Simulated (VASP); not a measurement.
# Pd2Au (P4/nmm) in VASP: a series of runs

Runs on Pd2Au. Level: PBE. Tasks: single point, relaxation of cell and atoms.

Program: VASP 6.6.1. These are calculated values, not measurements. Logs are shortened: lines on timing, memory, paths and dates and some standing lists are left out, and cuts for length are marked.

**1. The cell of the first run**

Symmetry: P4/nmm, No. 129, tetragonal system. The conventional cell has a = 3.877 Å, b = 3.877 Å, c = 6.880 Å, α = 90.00°, β = 90.00°, γ = 90.00°. Pd (site symmetry -4m2) has 8 Pd at 2.74 to 2.81 Å and 4 Au at 2.90 Å within 3.6 Å. Within 3.6 Å of Pd (site symmetry 4mm) lie 5 Au at 2.70 to 2.74 Å and 4 Pd at 2.81 Å. Within 3.6 Å of Au (site symmetry 4mm) lie 9 Pd at 2.70 to 2.90 Å.

**2. Single point, PBE**

INCAR reads:

```
SYSTEM = Pd2Au
ALGO = Normal ; EDIFF = 1E-6
ENCUT = 520 ; GGA = PE
ISIF = 2 ; ISMEAR = 0
LASPH = .TRUE. ; LCHARG = .FALSE.
LREAL = .FALSE. ; LWAVE = .FALSE.
NBANDS = 40 ; NELM = 60
PREC = Accurate ; SIGMA = 0.1
```

KPOINTS reads:

```
k-points
0
G
  4 4 4
  0 0 0
```

POSCAR reads:

```
Pd2Au
1.0
    3.8769586471      0.0000000000      0.0000000000
    0.0000000000      3.8769586471      0.0000000000
    0.0000000000      0.0000000000      6.8796883661
Pd Au
4 2
Direct
    0.0000000000      0.0000000000      0.0000000000
    0.5000000000      0.5000000000      0.0000000000
    0.0000000000      0.5000000000      0.2952973344
    0.5000000000      0.0000000000      0.7047026656
    0.0000000000      0.5000000000      0.6872279121
    0.5000000000      0.0000000000      0.3127720879
```

Potentials or basis: VASP PAW PBE potentials, release 64 (Pd, Au).

On the command line:

```
cat potpaw_PBE.64/Pd/POTCAR potpaw_PBE.64/Au/POTCAR > POTCAR
mpirun -np 1 vasp_std > vasp.out
```

OUTCAR:

```text
SYSTEM = Pd2Au
   EDIFF = 1E-6
   ENCUT = 520
   GGA = PE
   ISIF = 2
   ISMEAR = 0
   LASPH = .TRUE.
   LREAL = .FALSE.
   NELM = 60
   PREC = Accurate

 ion  position               nearest neighbor table
   1  0.000  0.000  0.000-   2 2.74   2 2.74   2 2.74   2 2.74   3 2.81   4 2.81   4 2.81   3 2.81
                             5 2.90   6 2.90   6 2.90   5 2.90
   2  0.500  0.500  0.000-   1 2.74   1 2.74   1 2.74   1 2.74   4 2.81   4 2.81   3 2.81   3 2.81
                             5 2.90   6 2.90   5 2.90   6 2.90
   3  0.000  0.500  0.295-   5 2.70   6 2.74   6 2.74   6 2.74   6 2.74   1 2.81   2 2.81   2 2.81
                             1 2.81
   4  0.500  0.000  0.705-   6 2.70   5 2.74   5 2.74   5 2.74   5 2.74   1 2.81   1 2.81   2 2.81
                             2 2.81
   5  0.000  0.500  0.687-   3 2.70   4 2.74   4 2.74   4 2.74   4 2.74   1 2.90   2 2.90   2 2.90
                             1 2.90
   6  0.500  0.000  0.313-   4 2.70   3 2.74   3 2.74   3 2.74   3 2.74   1 2.90   1 2.90   2 2.90
                             2 2.90

  LATTYP: Found a simple tetragonal cell.
 ALAT       =     3.8769586471
 C/A-ratio  =     1.7745065120

  Lattice vectors:

 A1 = (   3.8769586471,   0.0000000000,   0.0000000000)
 A2 = (   0.0000000000,   3.8769586471,   0.0000000000)
 A3 = (   0.0000000000,   0.0000000000,   6.8796883661)

Analysis of symmetry for initial positions (statically):
=====================================================================
 Subroutine PRICEL returns:
 Original cell was already a primitive cell.

 Routine SETGRP: Setting up the symmetry group for a
 simple tetragonal supercell.

 Subroutine GETGRP returns: Found 16 space group operations
 (whereof  8 operations were pure point group operations)
 out of a pool of 16 trial point group operations.

The static configuration has the point symmetry D_2d.
 The point group associated with its full space group is D_4h.

Analysis of symmetry for dynamics (positions and initial velocities):
=====================================================================
 Subroutine PRICEL returns:
 Original cell was already a primitive cell.

 Routine SETGRP: Setting up the symmetry group for a
 simple tetragonal supercell.

 Subroutine GETGRP returns: Found 16 space group operations
 (whereof  8 operations were pure point group operations)
[... 104 lines left out ...]
   EDIFF  = 0.1E-05   stopping-criterion for ELM
   LREAL  =      F    real-space projection
   EDIFFG = 0.1E-04   stopping-criterion for IOM
   NSW    =      0    number of steps for IOM
   IBRION =     -1    ionic relax: 0-MD 1-quasi-New 2-CG
   NFREE  =      0    steps in history (QN), initial steepest desc. (CG)
   ISIF   =      2    stress and relaxation
   ISYM   =      2    0-nonsym 1-usesym 2-fastsym
   POTIM  = 0.5000    time-step for ionic-motion
   TEBEG  =    0.0;   TEEND  =   0.0 temperature during run
   PSTRESS=    0.0 pullay stress
   NELECT =      62.0000    total number of electrons
   NUPDOWN=      -1.0000    fix difference up-down
   EMIN   =  10.00;   EMAX   =-10.00  energy-range for DOS
   EFERMI =   0.00;   METHOD = LEGACY
   ISMEAR =     0;   SIGMA  =   0.10  broadening in eV -4-tet -1-fermi 0-gaus
   EFERMI_NEDOS =   21; number of points for ismear=-14 and -15
   IALGO  =     38    algorithm
   IMIX   =      4    mixing-type and parameters
     AMIX     =   0.40;   BMIX     =  1.00
     AMIX_MAG =   1.60;   BMIX_MAG =  1.00
  volume/ion in A,a.u.               =      17.23       116.30
  Fermi-wavevector in a.u.,A,eV,Ry     =   1.380453  2.608678 25.927957  1.905651
  Thomas-Fermi vector in A             =   2.505329
   LORBIT       =      0    0 simple, 1 ext, 2 COOP (PROOUT), +10 PAW based schemes
   GGA     = PE    functional components
   LHFCALC =     F    Hartree Fock is set to
   AEXX    =    0.0000 exact exchange contribution
   IVDW    =     0    specifies the selected vdW correction
   LEPSILON=     F    determine dielectric tensor
   LRPA    =     F    only Hartree local field effects (RPA)
 non-spin polarized calculation
 Gauss-broadening in eV      SIGMA  =   0.10
  energy-cutoff  :      520.00
  volume of cell :      103.41
 maximum number of plane-waves:      2800
 NGX is ok and might be reduce to    30
   NGX = 15   NGY = 15   NGZ = 25

 number of electron      62.0000003 magnetization

 Free energy of the ion-electron system (eV)
  ---------------------------------------------------
  ext. energy  EPLUGINS =         0.00000000
  ---------------------------------------------------
  free energy    TOTEN  =       -26.70735755 eV

  energy without entropy =      -26.65717719  energy(sigma->0) =      -26.68226737

 E-fermi :   7.8361     XC(G=0): -12.2946

 val. band max:        7.8136798436   @ k =   0.2500   0.0000   0.0000
 cond. band min:       7.8366438268   @ k =   0.2500   0.2500   0.2500
 fundamental gap:      0.0229639832
 Fermi energy:         7.8360792866

 k-point     1 :       0.0000    0.0000    0.0000
  band No.  band energies     occupation
      1       0.6684      2.00000
      2       2.6013      2.00000
      3       2.6059      2.00000
      4       2.6197      2.00000
      5       2.8253      2.00000
      6       2.8682      2.00000
[... 763 lines left out ...]
     39      16.7532      0.00000
     40      16.7532      0.00000

------------------------ aborting loop because EDIFF is reached ----------------------------------------

  FORCE on cell =-STRESS in cart. coord.  units (eV):
  Direction    XX          YY          ZZ          XY          YZ          ZX
  --------------------------------------------------------------------------------------
  -------------------------------------------------------------------------------------
  Total       -0.1257198     -0.1257198     -0.0998741      0.0000000     -0.0000000      0.0000000
  in kB       -1.9478844     -1.9478844     -1.5474355      0.0000000     -0.0000000      0.0000000
  external PRESSURE =      -1.8144014 kB  Pullay stress =       0.0000000 kB

 VOLUME and BASIS-vectors are now :
 -----------------------------------------------------------------------------
  energy-cutoff  :      520.00
  volume of cell :      103.41
      direct lattice vectors                 reciprocal lattice vectors
     3.876958647  0.000000000  0.000000000     0.257934141  0.000000000  0.000000000
     0.000000000  3.876958647  0.000000000     0.000000000  0.257934141  0.000000000
     0.000000000  0.000000000  6.879688366     0.000000000  0.000000000  0.145355421

 POSITION                                       TOTAL-FORCE (eV/Angst)
 -----------------------------------------------------------------------------------
      0.00000      0.00000      0.00000         0.000000     -0.000000      0.000000
      1.93848      1.93848      0.00000         0.000000      0.000000      0.000000
      0.00000      1.93848      2.03155        -0.000000      0.000000     -0.010427
      1.93848      0.00000      4.84813         0.000000      0.000000      0.010427
      0.00000      1.93848      4.72791         0.000000      0.000000     -0.000849
      1.93848      0.00000      2.15177         0.000000      0.000000      0.000849
 -----------------------------------------------------------------------------------
    total drift:                                0.000000      0.000000      0.000000

  FREE ENERGIE OF THE ION-ELECTRON SYSTEM (eV)
  ---------------------------------------------------
  free  energy   TOTEN  =       -26.7073575497 eV

  energy  without entropy=      -26.6571771945  energy(sigma->0) =      -26.68226737
```

OSZICAR:

```text
N       E                     dE             d eps       ncg     rms          rms(c)
DAV:   1     0.410467485737E+03    0.41047E+03   -0.31189E+04  1440   0.150E+03
DAV:   2    -0.174710290435E+02   -0.42794E+03   -0.40399E+03  1568   0.339E+02
DAV:   3    -0.284655190906E+02   -0.10994E+02   -0.10720E+02  1648   0.570E+01
DAV:   4    -0.285779538822E+02   -0.11243E+00   -0.11240E+00  1576   0.558E+00
DAV:   5    -0.285800649613E+02   -0.21111E-02   -0.21110E-02  1672   0.840E-01    0.164E+01
DAV:   6    -0.271805444830E+02    0.13995E+01   -0.87264E+00  1600   0.266E+01    0.134E+01
DAV:   7    -0.272052505903E+02   -0.24706E-01   -0.80561E+00  1568   0.215E+01    0.883E+00
DAV:   8    -0.268100604859E+02    0.39519E+00   -0.22901E+00  1560   0.163E+01    0.433E+00
DAV:   9    -0.267113664292E+02    0.98694E-01   -0.34799E-01  1512   0.742E+00    0.172E+00
DAV:  10    -0.267088537499E+02    0.25127E-02   -0.24837E-02  1648   0.161E+00    0.369E-01
DAV:  11    -0.267075194026E+02    0.13343E-02   -0.70146E-03  1576   0.910E-01    0.149E-01
DAV:  12    -0.267073532389E+02    0.16616E-03   -0.59355E-04  1600   0.289E-01    0.461E-02
DAV:  13    -0.267073626913E+02   -0.94524E-05   -0.38928E-05  1592   0.367E-02    0.169E-02
DAV:  14    -0.267073577985E+02    0.48928E-05   -0.90834E-06  1568   0.332E-02    0.411E-03
DAV:  15    -0.267073575497E+02    0.24887E-06   -0.70907E-07   824   0.588E-03
   1 F= -.26707358E+02 E0= -.26682267E+02  d E =-.501804E-01
```

Run time: 61 s. Hardware: 1 thread of Intel Xeon Platinum 8488C (Sapphire Rapids), shared host; peak memory 0.24 GiB.

Results:

```
Free energy            : -26.7074 eV
Pressure               : -0.2 GPa
Largest force          : 0.010 eV/Å
Band gap on the k mesh : zero (band 31 reaches 9.43 eV, above the bottom of band 32 at 7.50 eV)
```

Forces on the atoms (eV/Å):
```
Pd   0.000  0.000  0.000
Pd   0.000  0.000  0.000
Pd   0.000  0.000 -0.010
Pd   0.000  0.000  0.010
Au   0.000  0.000 -0.001
Au   0.000  0.000  0.001
```

Caveat: the k points lie up to 0.41 Å⁻¹ apart; spin-orbit coupling is left out, which moves the levels of the heavy elements.

**3. Single point, PBE**

This run uses another cell than the first one, of 14.47 Å³/atom, 0.839 times its volume.

INCAR reads:

```
SYSTEM = Pd2Au
PREC = Accurate ; ENCUT = 520
EDIFF = 1E-6 ; ISMEAR = 0
SIGMA = 0.1 ; LREAL = .FALSE.
LASPH = .TRUE. ; NELM = 100
ALGO = Fast ; ISIF = 2
LWAVE = .FALSE. ; LCHARG = .FALSE.
GGA = PE ; NBANDS = 40
```

KPOINTS reads:

```
regular mesh
0
G
  6 6 4
  0 0 0
```

POSCAR reads:

```
Pd2Au
1.0
    3.8459011758      0.0000000000      0.0000000000
    0.0000000000      3.8459011758      0.0000000000
    0.0000000000      0.0000000000      5.8680821799
Pd Au
4 2
Direct
    0.0000000000      0.0000000000      0.0000000000
    0.5000000000      0.5000000000      0.0000000000
    0.0000000000      0.5000000000      0.2700000000
    0.5000000000      0.0000000000      0.7300000000
    0.0000000000      0.5000000000      0.7000000000
    0.5000000000      0.0000000000      0.3000000000
```

Potentials or basis: VASP PAW PBE potentials, release 64 (Pd, Au).

On the command line:

```
cat potpaw_PBE.64/Pd/POTCAR potpaw_PBE.64/Au/POTCAR > POTCAR
mpirun -np 1 vasp_std > vasp.out
```

Run time: 85 s. Hardware: 1 thread of Intel Xeon Platinum 8488C (Sapphire Rapids), shared host; peak memory 0.25 GiB.

Results (log left out):

| Quantity | Value |
| --- | --- |
| Free energy | -23.8036 eV |
| Pressure | 48.8 GPa |
| Largest force | 2.961 eV/Å |
| Band gap on the k mesh | zero (band 31 reaches 12.12 eV, above the bottom of band 32 at 10.61 eV) |

Forces on the atoms (eV/Å):
```
Pd   0.000  0.000  0.000
Pd   0.000  0.000  0.000
Pd   0.000  0.000  2.961
Pd   0.000  0.000 -2.961
Au   0.000  0.000 -2.064
Au   0.000  0.000  2.064
```

Stress tensor (GPa, compression positive):
```
43.91  0.00  0.00
 0.00 43.91  0.00
 0.00  0.00 58.65
```

Levels at points of the mesh, in eV from the Fermi level:
```
           k point  band 28  band 29  band 30  band 31  band 32  band 33
(0.00, 0.00, 0.00)    -0.15    -0.13    -0.06    -0.06    -0.03     0.05
(0.50, 0.00, 0.00)    -1.61    -1.38    -1.38     0.13     0.13     3.28
(0.50, 0.50, 0.00)    -0.36    -0.16    -0.16     1.30     1.30     1.35
(0.00, 0.00, 0.50)    -0.30    -0.21    -0.21    -0.15    -0.13     3.36
(0.50, 0.00, 0.50)    -1.12    -0.51    -0.51     0.03     0.03     0.55
(0.50, 0.50, 0.50)    -0.28    -0.27    -0.27     0.26     0.26     1.55
```

Caveat: spin-orbit coupling is left out, which moves the levels of the heavy elements; forces of over 1 eV/Å act on the atoms, so gaps and moduli don't describe the material at rest.

**4. Relaxation of cell and atoms, PBE**

This run uses another cell than the first one, of 14.47 Å³/atom, 0.839 times its volume.

INCAR reads:

```
SYSTEM = Pd2Au
PREC     = Accurate       ! precision mode
ENCUT    = 600            ! plane-wave cutoff, eV
EDIFF    = 1E-6           ! SCF threshold, eV
ISMEAR   = 0              ! smearing method
SIGMA    = 0.1            ! smearing width, eV
LREAL    = .FALSE.        ! projectors in reciprocal space
LASPH    = .TRUE.         ! aspherical terms in the spheres
NELM     = 60             ! most SCF steps
ALGO     = Normal         ! electronic algorithm
ISIF     = 3              ! what is computed and relaxed
LWAVE    = .FALSE.        ! write WAVECAR
LCHARG   = .FALSE.        ! write CHGCAR
GGA      = PE             ! functional
IBRION   = 2              ! ionic algorithm
NSW      = 90             ! ionic steps
EDIFFG   = -0.04          ! ionic threshold
```

KPOINTS reads:

```
Automatic mesh
0
G
  4 4 4
  0 0 0
```

POSCAR is that of step 3.

On the command line:

```
cat potpaw_PBE.64/Pd/POTCAR potpaw_PBE.64/Au/POTCAR > POTCAR
mpirun -np 1 vasp_std > vasp.out
```

Wall time 8.1 min (1 thread of Intel Xeon Platinum 8488C (Sapphire Rapids), shared host); peak memory 0.26 GiB.

Results (log left out):

```yaml
Free_energy: -26.6965 eV
Relaxed_volume: 17.21 Å³/atom
Relaxed_cell: a = 3.874 Å, b = 3.874 Å, c = 6.882 Å, α = 90.00°, β = 90.00°, γ = 90.00°
Space_group_after_relaxing_to_0.05_Å: P4/nmm (No. 129)
Energy_gained_by_relaxing: 501.4 meV/atom
Ionic_steps: 16
Pressure_after_relaxing: 0.0 GPa
Largest_force_after_relaxing: 0.036 eV/Å
Band_gap_on_the_k_mesh: zero (band 31 reaches 9.45 eV, above the bottom of band 32 at 7.51 eV)
```

Forces in eV/Å, atoms in the order of the input:
```
Pd   0.000  0.000  0.000
Pd   0.000  0.000  0.000
Pd   0.000  0.000 -0.036
Pd   0.000  0.000  0.036
Au   0.000  0.000  0.010
Au   0.000  0.000 -0.010
```

The path:
```tsv
step	energy change (eV)	largest force (eV/Å)	pressure (GPa)	volume (Å³)
1	0.0000	2.8490	49.02	86.79
2	1.5395	0.6102	-16.90	155.03
3	-2.5945	0.3314	-3.94	109.20
4	-2.6263	0.2557	-1.80	107.27
5	-2.6316	0.2058	-0.40	106.13
6	-2.7671	0.4578	-1.09	105.99
7	-2.9088	0.6054	-0.40	105.05
8	-2.9153	0.6399	-0.99	105.36
9	-2.9170	0.6340	-0.85	105.28
10	-2.9752	0.3989	0.62	103.44
11	-2.9768	0.3667	0.97	103.09
12	-3.0000	0.1464	-1.60	104.43
13	-3.0039	0.0318	-0.98	104.06
14	-3.0039	0.1013	1.10	102.39
15	-3.0081	0.0566	0.05	103.21
16	-3.0086	0.0358	-0.02	103.28
```

Final structure:
```cif
data_structure
_symmetry_space_group_name_H-M 'P 1'
_symmetry_Int_Tables_number 1
_cell_length_a 3.8740
_cell_length_b 3.8740
_cell_length_c 6.8821
_cell_angle_alpha 90.000
_cell_angle_beta 90.000
_cell_angle_gamma 90.000
_cell_volume 103.28
loop_
_atom_site_label
_atom_site_type_symbol
_atom_site_fract_x
_atom_site_fract_y
_atom_site_fract_z
_atom_site_occupancy
Pd1 Pd 0.00000 0.00000 0.00000 1
Pd2 Pd 0.50000 0.50000 0.00000 1
Pd3 Pd 0.00000 0.50000 0.29593 1
Pd4 Pd 0.50000 0.00000 0.70407 1
Au1 Au 0.00000 0.50000 0.68726 1
Au2 Au 0.50000 0.00000 0.31274 1
```

Levels at points of the mesh, in eV from the Fermi level:
| k point | band 26 | band 27 | band 28 | band 29 | band 30 | band 31 | band 32 | band 33 | band 34 | band 35 |
| --- | --- | --- | --- | --- | --- | --- | --- | --- | --- | --- |
| (0.00, 0.00, 0.00) | -0.49 | -0.31 | -0.14 | -0.05 | -0.05 | 0.26 | 0.32 | 0.66 | 3.88 | 3.88 |
| (0.50, 0.00, 0.00) | -1.49 | -1.34 | -1.34 | -1.25 | -1.25 | -0.19 | -0.19 | 2.18 | 2.18 | 2.61 |
| (0.50, 0.50, 0.00) | -0.75 | -0.37 | -0.37 | 0.06 | 0.06 | 1.59 | 1.59 | 1.90 | 1.90 | 2.69 |
| (0.00, 0.00, 0.50) | -0.40 | -0.28 | -0.13 | -0.05 | 0.27 | 0.31 | 0.66 | 1.48 | 5.20 | 5.58 |
| (0.50, 0.00, 0.50) | -1.36 | -1.16 | -1.16 | -0.52 | -0.52 | -0.33 | -0.33 | 0.38 | 0.38 | 6.55 |
| (0.50, 0.50, 0.50) | -0.51 | -0.40 | -0.40 | -0.37 | -0.37 | 0.46 | 0.46 | 1.91 | 1.91 | 3.11 |

Caveat: the k points lie up to 0.41 Å⁻¹ apart in the final cell; the volume moved by over 15 % at a fixed basis, so the end points are rough; spin-orbit coupling is left out, which moves the levels of the heavy elements.

**5. Summary**

| task | cell | k mesh | cutoff (eV) | gap on the mesh (eV) | pressure (GPa) | largest force (eV/Å) |
| --- | --- | --- | --- | --- | --- | --- |
| single point | a = 3.877, b = 3.877, c = 6.880 Å, 6 atoms | 4 × 4 × 4 | 520 | none | -0.2 | 0.01 |
| single point | a = 3.846, b = 3.846, c = 5.868 Å, 6 atoms | 6 × 6 × 4 | 520 | none | 48.8 | 2.96 |
| relaxation of cell and atoms | relaxed from a = 3.846, b = 3.846, c = 5.868 Å, 6 atoms | 4 × 4 × 4 | 600 | none | 0.0 | 0.04 |

Alike in all rows: level PBE; potentials or basis VASP PAW PBE potentials, release 64 (Pd, Au); no spin polarisation; smearing gaussian 0.1 eV.

Caveats: some runs use coarse meshes; spin-orbit coupling is left out, which moves the levels of the heavy elements; forces of over 1 eV/Å act on the atoms, so gaps and moduli don't describe the material at rest (some runs); the volume moved by over 15 % at a fixed basis, so the end points are rough (some runs).

Total energies depend on the potentials used, so only differences within one code and one set of settings carry meaning.
